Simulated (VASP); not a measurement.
Write the native input for VASP 6.6.1 that does the following.

- Task: single point
- Functional: PBEsol
- Potentials or basis: VASP PAW PBE potentials, release 64 (Be, Se)
- Cutoff: 600 eV
- k mesh: 10 × 10 × 10
- Occupations: gaussian, width 0.02 eV
- Spin: no spin polarisation
- Dipole correction: no
- Further INCAR settings: ALGO = Normal; EDIFF = 1e-06; NBANDS = 11

The structure of BeSe lies in POSCAR:

```
BeSe
1.0
    0.0000000000      2.5504975292      2.5504975292
    2.5504975292      0.0000000000      2.5504975292
    2.5504975292      2.5504975292      0.0000000000
Be Se
1 1
Direct
    0.0000000000      0.0000000000      0.0000000000
    0.7500000000      0.7500000000      0.7500000000
```

This cell differs from its parent crystal: Te replaced by Se, lengths x 0.954, strained.

The input as run:

INCAR

```
PREC = Accurate
ENCUT = 600
EDIFF = 1E-6
ISMEAR = 0
SIGMA = 0.02
LREAL = False
LASPH = True
NELM = 120
ALGO = Normal
ISIF = 2
LWAVE = False
LCHARG = True
GGA = PS
LELF = True
LVHAR = True
NBANDS = 11
GGA_COMPAT = False
```

KPOINTS

```
regular mesh
0
Gamma
  10 10 10
```

Potentials or basis: VASP PAW PBE potentials, release 64 (Be, Se).

The run is started by

```sh
$ cat potpaw_PBE.64/Be/POTCAR potpaw_PBE.64/Se/POTCAR > POTCAR
$ mpirun -np 1 vasp_std > vasp.out
```

It gave:

| Item | Value |
| --- | --- |
| Pressure | 1.7 GPa |
| Band gap on the k mesh | 2.41 eV, indirect (least direct gap 4.41 eV) |

Caveat: the cell differs from its parent crystal (Te replaced by Se, lengths x 0.954, strained); the PAW data sets were made with another functional, which shifts forces and pressure a little.

Wall time 35 s on 1 thread of Intel Xeon 8259CL (shared host), peak memory 0.18 GiB.
